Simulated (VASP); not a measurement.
Write the native input for VASP 6.6.1 that does the following.

- Task: single point
- Functional: PBE
- Potentials or basis: VASP PAW PBE potentials, release 64 (W_sv)
- Cutoff: 520 eV
- k mesh: 8 × 8 × 11
- Occupations: fermi-dirac, width 0.08 eV
- Spin: no spin polarisation
- Dipole correction: no
- Further INCAR settings: ALGO = Normal; EDIFF = 1e-06; NBANDS = 28

The structure of W lies in POSCAR:

```
W
1.0
    4.6381044738      0.0000000000      0.0000000000
   -2.3190522369      4.0167162997      0.0000000000
    0.0000000000      0.0000000000      2.5856563492
W
3
Direct
    0.0000000000      0.0000000000      0.0000000000
    0.3333333333      0.6666666667      0.5000000000
    0.6666666667      0.3333333333      0.5000000000
```

This isn't the form of W at room conditions, which is bcc.

One way to write it, as run:

INCAR

```
PREC = Accurate
ENCUT = 520
EDIFF = 1E-6
ISMEAR = -1
SIGMA = 0.08
LREAL = False
LASPH = True
NELM = 100
ALGO = Normal
ISIF = 2
LWAVE = False
LCHARG = True
GGA = PE
LELF = True
LVHAR = True
NBANDS = 28
```

KPOINTS

```
regular mesh
0
Gamma
  8 8 11
```

Potentials or basis: VASP PAW PBE potentials, release 64 (W_sv).

The run is started by

```sh
$ cat potpaw_PBE.64/W_sv/POTCAR > POTCAR
$ mpirun -np 1 vasp_std > vasp.out
```

It gave:

```
Pressure               : 9.4 GPa
Band gap on the k mesh : zero (bands 21 and 22 overlap by 0.70 eV)
```

Caveat: the cell stands under pressure; spin-orbit coupling is left out, which moves the levels of the heavy elements.

Run time: 97 s on 1 thread of Intel Xeon 8259CL, on a shared host, peak memory 0.21 GiB.
